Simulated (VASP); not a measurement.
Set up this calculation in VASP 6.6.1, as the native input.

| Property | Result |
| --- | --- |
| Task | single point |
| Functional | PBE |
| Potentials or basis | VASP PAW PBE potentials, release 64 (Al, In_d, N) |
| Cutoff | 520 eV |
| k mesh | 6 × 6 × 4 |
| Occupations | gaussian, width 0.05 eV |
| Spin | no spin polarisation |
| Dipole correction | no |
| Further INCAR settings | ALGO = Normal; EDIFF = 1e-06; NBANDS = 46 |

The structure of Al2InN3 lies in POSCAR:

```
Al2InN3
1.0
    4.9170037426     -2.8277246663      0.0000000000
    4.9170037426      2.8277246663      0.0000000000
    0.0000000000      0.0000000000      5.2494073268
Al In N
4 2 6
Direct
    0.0084295481      0.3348702354      0.9917405618
    0.6651297646      0.9915704519      0.9917405618
    0.9915704519      0.6651297646      0.4917405618
    0.3348702354      0.0084295481      0.4917405618
    0.3220811148      0.6779188852      0.9869983854
    0.6779188852      0.3220811148      0.4869983854
    0.0366860035      0.3336177066      0.3557289331
    0.6663822934      0.9633139965      0.3557289331
    0.9633139965      0.6663822934      0.8557289331
    0.3336177066      0.0366860035      0.8557289331
    0.2983157877      0.7016842123      0.4060625948
    0.7016842123      0.2983157877      0.9060625948
```

The input as run:

INCAR

```
PREC = Accurate ; ENCUT = 520
EDIFF = 1E-6 ; ISMEAR = 0
SIGMA = 0.05 ; LREAL = F
LASPH = T ; NELM = 60
ALGO = Normal ; ISIF = 2
LWAVE = F ; LCHARG = T
GGA = PE ; LELF = T
LVHAR = T ; NBANDS = 46
```

KPOINTS

```
regular mesh
0
Gamma
  6 6 4
```

Potentials or basis: VASP PAW PBE potentials, release 64 (Al, In_d, N).

Launch:

```sh
$ cat potpaw_PBE.64/Al/POTCAR potpaw_PBE.64/In_d/POTCAR potpaw_PBE.64/N/POTCAR > POTCAR
$ mpirun -np 1 vasp_std > vasp.out
```

Results of the run:

* Pressure: -0.1 GPa
* Largest force: 0.035 eV/Å
* Band gap on the k mesh: 2.16 eV, direct

Caveat: spin-orbit coupling is left out, which moves the levels of the heavy elements.

Run time: 4.5 min on 1 thread of Intel(R) Xeon(R) Platinum 8259CL CPU @ 2.50GHz (Skylake/Cascade Lake), with other jobs on the host, peak memory 0.38 GiB.
